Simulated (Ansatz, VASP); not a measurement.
Given: the input of a run of Ansatz 0.2.0 on Ir.

Contents of input.yaml:

```yaml
crystal:
  lattice:
    - [0.0, 1.9282864624, 1.9282864624]
    - [1.9282864624, 0.0, 1.9282864624]
    - [1.9282864624, 1.9282864624, 0.0]
  atoms:
    - { symbol: Ir, position: [0.0, 0.0, 0.0] }
hamiltonian:
  xc: r2scan
  pseudopotentials: { kind: paw }
kpoints:
  mp_grid: { grid: [12, 12, 12] }
scf:
  occupations: { method: fermi_dirac, width: 0.05 }
output:
  forces: true
  stress: true
  eigenvalues: true
```

Potentials or basis: Ansatz PAW.

Run with:

```console
$ ansatz run input.yaml --threads 2 --pin off --max-ram 5632MiB --backend cpu --events-out ev --progress --plain --runs-dir out
```

Question: Set up the same calculation for VASP 6.6.1. Potentials there: VASP PAW PBE potentials, release 64 (Ir_sv_GW).

Answer: As run (the cutoff follows the program's own potentials):

File POSCAR:

```
Ir
1.0
    0.0000000000      1.9282864624      1.9282864624
    1.9282864624      0.0000000000      1.9282864624
    1.9282864624      1.9282864624      0.0000000000
Ir
1
Direct
    0.0000000000      0.0000000000      0.0000000000
```

Contents of INCAR.step1:

```
PREC = Accurate
ENCUT = 550
ISMEAR = -1
SIGMA = 0.05
LREAL = False
LASPH = True
NELM = 120
NBANDS = 14
GGA = PE
ALGO = Normal
EDIFF = 1E-5
LWAVE = True
LCHARG = False
GGA_COMPAT = False
```

File INCAR.step2:

```
PREC = Accurate
ENCUT = 550
EDIFF = 1E-6
ISMEAR = -1
SIGMA = 0.05
LREAL = False
LASPH = True
NELM = 120
ALGO = Normal
ISIF = 2
LWAVE = False
LCHARG = True
METAGGA = R2SCAN
LMIXTAU = True
LELF = True
LVHAR = True
NBANDS = 14
ISTART = 1
GGA_COMPAT = False
```

Contents of KPOINTS:

```
regular mesh
0
Gamma
  12 12 12
```

Potentials or basis: VASP PAW PBE potentials, release 64 (Ir_sv_GW).

Command:

```console
$ cat potpaw_PBE.64/Ir_sv_GW/POTCAR > POTCAR
$ cp INCAR.step1 INCAR
$ mpirun -np 1 vasp_std > vasp.out
$ cp INCAR.step2 INCAR
$ mpirun -np 1 vasp_std > vasp.out
```

Both were run:

|  | VASP | Ansatz | Ansatz less VASP |
| --- | --- | --- | --- |
| gap on the k mesh at the Fermi level (eV) | none | none | - |
| pressure (GPa) | -6.1 | -4.0 | +2.14 |

VASP's potentials were made for PBE, not for r2SCAN. A gap of «none» marks a metal or a gap that the smearing closes.

Spin-orbit coupling is off throughout.
